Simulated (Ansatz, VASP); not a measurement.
AlAs in VASP and in Ansatz

```xyz
2
Lattice="0.0000 2.8322 2.8322 2.8322 0.0000 2.8322 2.8322 2.8322 0.0000" Properties=species:S:1:pos:R:3 pbc="T T T"
Al    0.0000    0.0000    0.0000
As    1.4161    1.4161    1.4161
```

Alike in both runs: functional PBE; dispersion D3(BJ); k mesh 8 × 8 × 8; occupations gaussian, width 0.02 eV; no spin polarisation.

Ansatz relaxed the structure, and its values are those at the end. VASP's run is a single point on that final structure, the one shown.

|  | VASP | Ansatz |
| --- | --- | --- |
| version | VASP 6.6.1 | Ansatz 0.2.0 |
| potentials or method | VASP PAW PBE potentials, release 64 (Al, As), cutoff 500 eV | scalar-relativistic, plane waves, PAW |
| valence electrons in the cell | 8 | 18 |

Ansatz gave:

| Item | Value |
| --- | --- |
| gap on the k mesh at the Fermi level (eV) | 1.45 |
| least direct gap on the mesh (eV) | 2.04 |
| pressure (GPa) | 0.0 |

Q: Estimate VASP's values.

A: gap on the k mesh at the Fermi level (eV): 1.44; least direct gap on the mesh (eV): 2.05; pressure (GPa): 0.2.

VASP's potentials hold 8 valence electrons a cell and Ansatz's 18, so a difference there can come from the potentials and not from the codes.
